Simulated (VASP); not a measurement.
# AlRu (NiAs type) (P6_3/mmc) in VASP: single point with PBE

Aim: the single point of AlRu (NiAs type) with PBE.

All numbers are computed with VASP 6.6.1; they aren't measurements. Logs are shortened: lines on timing, memory, paths and dates and some standing lists are left out, and cuts for length are marked.

## (1) The cell of the first run

The structure is hexagonal, space group P6_3/mmc (No. 194). The conventional cell has a = 2.896 Å, b = 2.896 Å, c = 7.793 Å, α = 90.00°, β = 90.00°, γ = 120.00°. Ru (site symmetry -3m) has 6 Al at 2.57 Å and 6 Ru at 2.90 Å within 3.4 Å. Within 3.4 Å of Al (site symmetry -6m2) lie 6 Ru at 2.57 Å and 6 Al at 2.90 Å.

## (2) Single point, PBE

INCAR

```
SYSTEM = AlRu
PREC = Accurate ; ENCUT = 520
EDIFF = 1E-6 ; ISMEAR = -1
SIGMA = 0.08 ; LREAL = .False.
LASPH = .True. ; NELM = 60
ALGO = Normal ; ISIF = 2
LWAVE = .False. ; LCHARG = .False.
GGA = PE ; NBANDS = 25
```

KPOINTS

```
regular mesh
0
Gamma
  10 10 6
  0 0 0
```

POSCAR

```
AlRu
1.0
    2.8956949118      0.0000000000      0.0000000000
   -1.4478474559      2.5077453552      0.0000000000
    0.0000000000      0.0000000000      7.7933297755
Ru Al
2 2
Direct
    0.0000000000      0.0000000000      0.0000000000
    0.0000000000      0.0000000000      0.5000000000
    0.3333333333      0.6666666667      0.2500000000
    0.6666666667      0.3333333333      0.7500000000
```

Potentials or basis: VASP PAW PBE potentials, release 64 (Ru_pv, Al).

The run is started by

```sh
$ cat potpaw_PBE.64/Ru_pv/POTCAR potpaw_PBE.64/Al/POTCAR > POTCAR
$ mpirun -np 1 vasp_std > vasp.out
```

OUTCAR:

```text
SYSTEM = AlRu
   PREC = Accurate
   ENCUT = 520
   EDIFF = 1E-6
   ISMEAR = -1
   LREAL = .False.
   LASPH = .True.
   NELM = 60
   ISIF = 2
   GGA = PE

 ion  position               nearest neighbor table
   1  0.000  0.000  0.000-   3 2.57   4 2.57   3 2.57   4 2.57   4 2.57   3 2.57
   2  0.000  0.000  0.500-   3 2.57   4 2.57   3 2.57   4 2.57   4 2.57   3 2.57
   3  0.333  0.667  0.250-   1 2.57   2 2.57   1 2.57   2 2.57   1 2.57   2 2.57
   4  0.667  0.333  0.750-   1 2.57   2 2.57   1 2.57   2 2.57   1 2.57   2 2.57

  LATTYP: Found a hexagonal cell.
 ALAT       =     2.8956949118
 C/A-ratio  =     2.6913504402

  Lattice vectors:

 A1 = (   2.8956949118,   0.0000000000,   0.0000000000)
 A2 = (  -1.4478474559,   2.5077453552,   0.0000000000)
 A3 = (   0.0000000000,   0.0000000000,   7.7933297755)

Analysis of symmetry for initial positions (statically):
=====================================================================
 Subroutine PRICEL returns:
 Original cell was already a primitive cell.

 Routine SETGRP: Setting up the symmetry group for a
 hexagonal supercell.

 Subroutine GETGRP returns: Found 24 space group operations
 (whereof 12 operations were pure point group operations)
 out of a pool of 24 trial point group operations.

The static configuration has the point symmetry D_3d.
 The point group associated with its full space group is D_6h.

Analysis of symmetry for dynamics (positions and initial velocities):
=====================================================================
 Subroutine PRICEL returns:
 Original cell was already a primitive cell.

 Routine SETGRP: Setting up the symmetry group for a
 hexagonal supercell.

 Subroutine GETGRP returns: Found 24 space group operations
 (whereof 12 operations were pure point group operations)
 out of a pool of 24 trial point group operations.

The dynamic configuration has the point symmetry D_3d.
 The point group associated with its full space group is D_6h.

 Subroutine INISYM returns: Found 24 space group operations
 (whereof 12 operations are pure point group operations),
 and found     1 'primitive' translations

----------------------------------------------------------------------------------------

                                     Primitive cell

  volume of cell :      56.5926

  direct lattice vectors                    reciprocal lattice vectors
     2.895694912  0.000000000  0.000000000     0.345340248  0.199382285  0.000000000
    -1.447847456  2.507745355  0.000000000     0.000000000  0.398764571  0.000000000
     0.000000000  0.000000000  7.793329776     0.000000000  0.000000000  0.128314858

  length of vectors
     2.895694912  2.895694912  7.793329776     0.398764571  0.398764571  0.128314858

  position of ions in fractional coordinates (direct lattice)
     0.000000000  0.000000000  0.000000000
     0.000000000  0.000000000  0.500000000
     0.333333333  0.666666667  0.250000000
     0.666666667  0.333333333  0.750000000

  ion indices of the primitive-cell ions
   primitive index   ion index
                 1           1
                 2           2
                 3           3
                 4           4

----------------------------------------------------------------------------------------

 KPOINTS: regular mesh

Automatic generation of k-mesh.
 Grid dimensions read from file:
 generate k-points for:   10   10    6

 Generating k-lattice:

  Cartesian coordinates                     Fractional coordinates (reciprocal lattice)
     0.034534025  0.019938229  0.000000000     0.100000000 -0.000000000  0.000000000
     0.000000000  0.039876457  0.000000000     0.000000000  0.100000000  0.000000000
     0.000000000  0.000000000  0.021385810     0.000000000  0.000000000  0.166666667

  Length of vectors
     0.039876457  0.039876457  0.021385810

  Shift w.r.t. Gamma in fractional coordinates (k-lattice)
     0.000000000  0.000000000  0.000000000

 Subroutine IBZKPT returns following result:
 ===========================================

 Found     56 irreducible k-points:

 Following reciprocal coordinates:
            Coordinates               Weight
  0.000000  0.000000  0.000000      1.000000
  0.100000  0.000000  0.000000      6.000000
  0.200000  0.000000  0.000000      6.000000
  0.300000  0.000000  0.000000      6.000000
  0.400000 -0.000000  0.000000      6.000000
  0.500000  0.000000  0.000000      3.000000
[... 16 lines left out ...]
  0.300000  0.100000  0.166667     24.000000
  0.400000  0.100000  0.166667     24.000000
 [... further k-points ...]
   k-points           NKPTS =     56   k-points in BZ     NKDIM =     56   number of bands    NBANDS=     25
   number of dos      NEDOS =    301   number of ions     NIONS =      4
   total plane-waves  NPLWV =  34560
   dimension x,y,z NGX =    24 NGY =   24 NGZ =   60
   dimension x,y,z NGXF=    48 NGYF=   48 NGZF=  120
   ions per type =               2   2
   NGX,Y,Z   is equivalent  to a cutoff of  13.78, 13.78, 12.80 a.u.
   NGXF,Y,Z  is equivalent  to a cutoff of  27.56, 27.56, 25.60 a.u.
 SYSTEM =  AlRu
   PREC   = accura    normal or accurate (medium, high low for compatibility)
   ISTART =      0    job   : 0-new  1-cont  2-samecut
   ICHARG =      2    charge: 1-file 2-atom 10-const
   ISPIN  =      1    spin polarized calculation?
   LNONCOLLINEAR =      F non collinear calculations
   LSORBIT =      F    spin-orbit coupling
   LASPH  =      T    aspherical Exc in radial PAW
   ENCUT  =  520.0 eV  38.22 Ry    6.18 a.u.   5.38  5.38 14.49*2*pi/ulx,y,z
   NELM   =     60;   NELMIN=  2; NELMDL= -5     # of ELM steps
   EDIFF  = 0.1E-05   stopping-criterion for ELM
   LREAL  =      F    real-space projection
   EDIFFG = 0.1E-04   stopping-criterion for IOM
   NSW    =      0    number of steps for IOM
   IBRION =     -1    ionic relax: 0-MD 1-quasi-New 2-CG
   NFREE  =      0    steps in history (QN), initial steepest desc. (CG)
   ISIF   =      2    stress and relaxation
   ISYM   =      2    0-nonsym 1-usesym 2-fastsym
   POTIM  = 0.5000    time-step for ionic-motion
   TEBEG  =    0.0;   TEEND  =   0.0 temperature during run
   PSTRESS=    0.0 pullay stress
   NELECT =      34.0000    total number of electrons
   NUPDOWN=      -1.0000    fix difference up-down
   EMIN   =  10.00;   EMAX   =-10.00  energy-range for DOS
   EFERMI =   0.00;   METHOD = LEGACY
   ISMEAR =    -1;   SIGMA  =   0.08  broadening in eV -4-tet -1-fermi 0-gaus
   EFERMI_NEDOS =   21; number of points for ismear=-14 and -15
   IALGO  =     38    algorithm
   IMIX   =      4    mixing-type and parameters
     AMIX     =   0.40;   BMIX     =  1.00
     AMIX_MAG =   1.60;   BMIX_MAG =  1.00
  volume/ion in A,a.u.               =      14.15        95.48
  Fermi-wavevector in a.u.,A,eV,Ry     =   1.381385  2.610439 25.962967  1.908224
  Thomas-Fermi vector in A             =   2.506174
   LORBIT       =      0    0 simple, 1 ext, 2 COOP (PROOUT), +10 PAW based schemes
   GGA     = PE    functional components
   LHFCALC =     F    Hartree Fock is set to
   AEXX    =    0.0000 exact exchange contribution
   IVDW    =     0    specifies the selected vdW correction
   LEPSILON=     F    determine dielectric tensor
   LRPA    =     F    only Hartree local field effects (RPA)
 non-spin polarized calculation
  energy-cutoff  :      520.00
  volume of cell :       56.59
 maximum number of plane-waves:      1565
 NGX is ok and might be reduce to    24
   NGX = 11   NGY = 11   NGZ = 29

 number of electron      34.0000002 magnetization

 Free energy of the ion-electron system (eV)
  ---------------------------------------------------
  ext. energy  EPLUGINS =         0.00000000
  ---------------------------------------------------
  free energy    TOTEN  =       -27.82780012 eV

  energy without entropy =      -27.76826083  energy(sigma->0) =      -27.79803048

 E-fermi :  10.1778     XC(G=0): -12.2705

 val. band max:       10.1768757931   @ k =   0.0000   0.0000   0.1667
 cond. band min:      10.1808812313   @ k =   0.5000   0.0000   0.1667
 fundamental gap:      0.0040054382
 Fermi energy:        10.1778289473

 k-point     1 :       0.0000    0.0000    0.0000
  band No.  band energies     occupation
      1     -31.8781      2.00000
      2     -31.8634      2.00000
      3     -31.8523      2.00000
      4     -31.8523      2.00000
      5     -31.8519      2.00000
      6     -31.8519      2.00000
[... 17 lines left out ...]
     24      22.0234      0.00000
     25      22.3945      0.00000

 k-point     2 :       0.1000    0.0000    0.0000
  band No.  band energies     occupation
      1     -31.8900      2.00000
      2     -31.8894      2.00000
      3     -31.8722      2.00000
      4     -31.8613      2.00000
      5     -31.8609      2.00000
      6     -31.8580      2.00000
[... 17 lines left out ...]
     24      20.9540      0.00000
     25      21.0218      0.00000

 k-point     3 :       0.2000    0.0000    0.0000
  band No.  band energies     occupation
      1     -31.9877      2.00000
      2     -31.9867      2.00000
      3     -31.8847      2.00000
      4     -31.8844      2.00000
      5     -31.8570      2.00000
      6     -31.8438      2.00000
[... 17 lines left out ...]
     24      19.5417      0.00000
     25      20.9728      0.00000

 k-point     4 :       0.3000    0.0000    0.0000
  band No.  band energies     occupation
      1     -32.1068      2.00000
      2     -32.1054      2.00000
      3     -31.9136      2.00000
      4     -31.9132      2.00000
      5     -31.8381      2.00000
      6     -31.8263      2.00000
[... 17 lines left out ...]
     24      18.3538      0.00000
     25      20.0310      0.00000

 k-point     5 :       0.4000   -0.0000    0.0000
  band No.  band energies     occupation
      1     -32.2019      2.00000
      2     -32.2002      2.00000
      3     -31.9369      2.00000
      4     -31.9365      2.00000
      5     -31.8228      2.00000
      6     -31.8121      2.00000
[... 17 lines left out ...]
     24      17.4697      0.00000
     25      17.4912      0.00000

 k-point     6 :       0.5000    0.0000    0.0000
  band No.  band energies     occupation
      1     -32.2380      2.00000
      2     -32.2361      2.00000
      3     -31.9457      2.00000
      4     -31.9453      2.00000
      5     -31.8169      2.00000
      6     -31.8067      2.00000
[... 17 lines left out ...]
     24      16.8658      0.00000
     25      17.1065      0.00000
[... 393 lines left out ...]
 k-point    21 :       0.1000    0.1000    0.1667
  band No.  band energies     occupation
      1     -31.9548      2.00000
      2     -31.9541      2.00000
      3     -31.8802      2.00000
      4     -31.8799      2.00000
      5     -31.8608      2.00000
      6     -31.8491      2.00000
[... 17 lines left out ...]
     24      19.8046      0.00000
     25      20.0861      0.00000

 k-point    22 :       0.2000    0.1000    0.1667
  band No.  band energies     occupation
      1     -32.0565      2.00000
      2     -32.0555      2.00000
      3     -31.9131      2.00000
      4     -31.9127      2.00000
      5     -31.8438      2.00000
      6     -31.8332      2.00000
[... 17 lines left out ...]
     24      18.2744      0.00000
     25      19.2121      0.00000

 k-point    23 :       0.3000    0.1000    0.1667
  band No.  band energies     occupation
      1     -32.1566      2.00000
      2     -32.1553      2.00000
      3     -31.9461      2.00000
      4     -31.9457      2.00000
      5     -31.8268      2.00000
      6     -31.8173      2.00000
[... 17 lines left out ...]
     24      17.5745      0.00000
     25      18.7702      0.00000

 k-point    24 :       0.4000    0.1000    0.1667
  band No.  band energies     occupation
      1     -32.2179      2.00000
      2     -32.2164      2.00000
      3     -31.9664      2.00000
      4     -31.9660      2.00000
      5     -31.8163      2.00000
      6     -31.8074      2.00000
[... 17 lines left out ...]
     24      16.6929      0.00000
     25      17.0327      0.00000

 [... further k-points ...]
[... 5 lines left out ...]
  --------------------------------------------------------------------------------------
  -------------------------------------------------------------------------------------
  Total       -0.0421620     -0.0421620     -0.0493541      0.0000000      0.0000000      0.0000000
  in kB       -1.1936366     -1.1936366     -1.3972512      0.0000000      0.0000000      0.0000000
  external PRESSURE =      -1.2615081 kB  Pullay stress =       0.0000000 kB

 VOLUME and BASIS-vectors are now :
 -----------------------------------------------------------------------------
  energy-cutoff  :      520.00
  volume of cell :       56.59
      direct lattice vectors                 reciprocal lattice vectors
     2.895694912  0.000000000  0.000000000     0.345340248  0.199382285  0.000000000
    -1.447847456  2.507745355  0.000000000     0.000000000  0.398764571  0.000000000
     0.000000000  0.000000000  7.793329776     0.000000000  0.000000000  0.128314858

 POSITION                                       TOTAL-FORCE (eV/Angst)
 -----------------------------------------------------------------------------------
      0.00000      0.00000      0.00000        -0.000000      0.000000      0.000000
      0.00000      0.00000      3.89666        -0.000000      0.000000      0.000000
     -0.00000      1.67183      1.94833         0.000000     -0.000000      0.000000
      1.44785      0.83592      5.84500        -0.000000      0.000000     -0.000000
 -----------------------------------------------------------------------------------
    total drift:                               -0.000000      0.000000      0.000000

  FREE ENERGIE OF THE ION-ELECTRON SYSTEM (eV)
  ---------------------------------------------------
  free  energy   TOTEN  =       -27.8278001226 eV

  energy  without entropy=      -27.7682608275  energy(sigma->0) =      -27.79803048
```

It took 24 s on 1 thread of Intel Xeon 6975P-C (Granite Rapids), shared host; peak memory 0.21 GiB.

What came out:

- Free energy: -27.8278 eV
- Pressure: -0.1 GPa
- Band gap on the k mesh: zero (band 17 reaches 12.20 eV, above the bottom of band 18 at 9.60 eV)
